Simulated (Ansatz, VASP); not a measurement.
## Two plane-wave programs on CdAgF4

File POSCAR:

```
CdAgF4
1.0
    3.8857450000      0.0000000000      0.0000000000
    0.0000000000      3.8857450000      0.0000000000
    0.0000000000      0.0000000000      5.4538640000
Cd Ag F
1 1 4
Direct
    0.0000000000      0.0000000000      0.0000000000
    0.5000000000      0.5000000000      0.5000000000
    0.5000000000      0.0000000000      0.7504710000
    0.0000000000      0.5000000000      0.2495290000
    0.5000000000      0.0000000000      0.2495290000
    0.0000000000      0.5000000000      0.7504710000
```

Contents of INCAR.step1:

```
SYSTEM = CdAgF4
ALGO = Normal
EDIFF = 1E-4
ENCUT = 520
GGA = PE
ISMEAR = 0
LASPH = .TRUE.
LCHARG = .FALSE.
LREAL = .FALSE.
LWAVE = .TRUE.
NBANDS = 34
NELM = 80
PREC = Accurate
SIGMA = 0.1
```

The input INCAR.step2:

```
SYSTEM = CdAgF4
ALGO = Normal
EDIFF = 1E-6
ENCUT = 520
ISIF = 2
ISMEAR = 0
ISTART = 1
LASPH = .TRUE.
LCHARG = .TRUE.
LELF = .TRUE.
LMIXTAU = .TRUE.
LREAL = .FALSE.
LVHAR = .TRUE.
LWAVE = .FALSE.
METAGGA = R2SCAN
NBANDS = 34
NELM = 80
PREC = Accurate
SIGMA = 0.1
```

KPOINTS

```
k-points
0
G
  10 10 8
  0 0 0
```

Input for Ansatz:

```yaml
crystal:
  lattice:
    - [3.885745, 0.0, 0.0]
    - [0.0, 3.885745, 0.0]
    - [0.0, 0.0, 5.453864]
  atoms:
    - { symbol: Cd, position: [0.0, 0.0, 0.0] }
    - { symbol: Ag, position: [0.5, 0.5, 0.5] }
    - { symbol: F, position: [0.5, 0.0, 0.750471] }
    - { symbol: F, position: [0.0, 0.5, 0.249529] }
    - { symbol: F, position: [0.5, 0.0, 0.249529] }
    - { symbol: F, position: [0.0, 0.5, 0.750471] }
basis:
  ecutwfc: 500
kpoints:
  mp_grid: { grid: [10, 10, 8] }
  band_path:
    path:
      - [[0.0, 0.0, 0.0], [0.0, 0.5, 0.0], [0.5, 0.5, 0.0], [0.0, 0.0, 0.0], [0.0, 0.0, 0.5], [0.0, 0.5, 0.5], [0.5, 0.5, 0.5], [0.0, 0.0, 0.5]]
      - [[0.0, 0.5, 0.0], [0.0, 0.5, 0.5]]
      - [[0.5, 0.5, 0.0], [0.5, 0.5, 0.5]]
    npoints: 14
hamiltonian:
  xc: r2scan
scf:
  occupations: { method: gaussian, width: 0.1 }
  n_extra_bands: 15
output:
  forces: true
  stress: true
  eigenvalues: true
  populations: true
  dos: { projected: true, de: 0.02, nscf_kmesh: { grid: [12, 12, 10] } }
  bader: true
  write_density: true
  write_potential: true
  elf: true
  volumetric_format: npy
```

Alike in both runs: task single point; functional r2SCAN; k mesh 10 × 10 × 8; occupations gaussian, width 0.1 eV; no spin polarisation.

|  | VASP | Ansatz |
| --- | --- | --- |
| version | VASP 6.6.1 | Ansatz 0.2.0 |
| potentials or method | VASP PAW PBE potentials, release 64 (Cd, Ag, F), cutoff 520 eV | scalar-relativistic, plane waves, PAW |
| valence electrons in the cell | 51 | 67 |

VASP gave:

| Item | Value |
| --- | --- |
| gap on the k mesh at the Fermi level (eV) | none |
| pressure (GPa) | -4.8 |
| traceless stress, the component that is largest in VASP (GPa) | -0.05 |
| rms of the force components (eV/Å) | 0.016 |

**Question.** Estimate Ansatz's values.

**Answer.** gap on the k mesh at the Fermi level (eV): none; pressure (GPa): -5.1; traceless stress, the component that is largest in VASP (GPa): -0.03; rms of the force components (eV/Å): 0.000.

VASP's potentials were made for PBE, not for r2SCAN. Atom by atom the forces differ by 0.016 eV/Å (rms over components). A gap of «none» marks a metal or a gap that the smearing closes. VASP's potentials hold 51 valence electrons a cell and Ansatz's 67, so a difference there can come from the potentials and not from the codes.
